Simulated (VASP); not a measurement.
Wanted: the native input for a VASP 6.6.1 run.

```yaml
Task: single point
Functional: PBE
Potentials_or_basis: VASP PAW PBE potentials, release 64 (Ba_sv, Os_sv_GW)
Cutoff: 500 eV
k_mesh: 6 × 6 × 4
Occupations: gaussian, width 0.1 eV
Spin: no spin polarisation
Dipole_correction: no
Second_run: valence_matched
Further_INCAR_settings: ALGO = Normal; EDIFF = 1e-06; NBANDS = 28
```

The structure of BaOs2 lies in POSCAR:

```
BaOs2
1.0
    2.9241940990      0.0000000000      0.0000000000
   -1.4620970495      2.5324263753      0.0000000000
    0.0000000000      0.0000000000      8.1520862634
Ba Os
1 2
Direct
    0.0000000000      0.0000000000      0.5000000000
    0.0000000000      0.0000000000      0.1441140055
    0.0000000000      0.0000000000      0.8558859945
```

One way to write it, as run:

INCAR

```
SYSTEM = BaOs2
ALGO = Normal
EDIFF = 1E-6
ENCUT = 500
GGA = PE
GGA_COMPAT = .False.
ISIF = 2
ISMEAR = 0
LASPH = .True.
LCHARG = .False.
LREAL = .False.
LWAVE = .False.
NBANDS = 28
NELM = 120
PREC = Accurate
SIGMA = 0.1
```

KPOINTS

```
k-points
0
Gamma
  6 6 4
  0 0 0
```

Potentials or basis: VASP PAW PBE potentials, release 64 (Ba_sv, Os_sv_GW).

Run with:

```sh
$ cat potpaw_PBE.64/Ba_sv/POTCAR potpaw_PBE.64/Os_sv_GW/POTCAR > POTCAR
$ mpirun -np 1 vasp_std > vasp.out
```

Results of the run:

The pressure is 2.9 GPa and the largest force is 0.141 eV/Å. The band gap on the k mesh is zero (band 21 reaches 9.16 eV, above the bottom of band 22 at 7.24 eV).

Caveat: the k points lie up to 0.41 Å⁻¹ apart; spin-orbit coupling is left out, which moves the levels of the heavy elements.

It took 23 s on 1 thread of Intel(R) Xeon(R) 6975P-C (Granite Rapids), with other jobs on the host, peak memory 0.19 GiB.
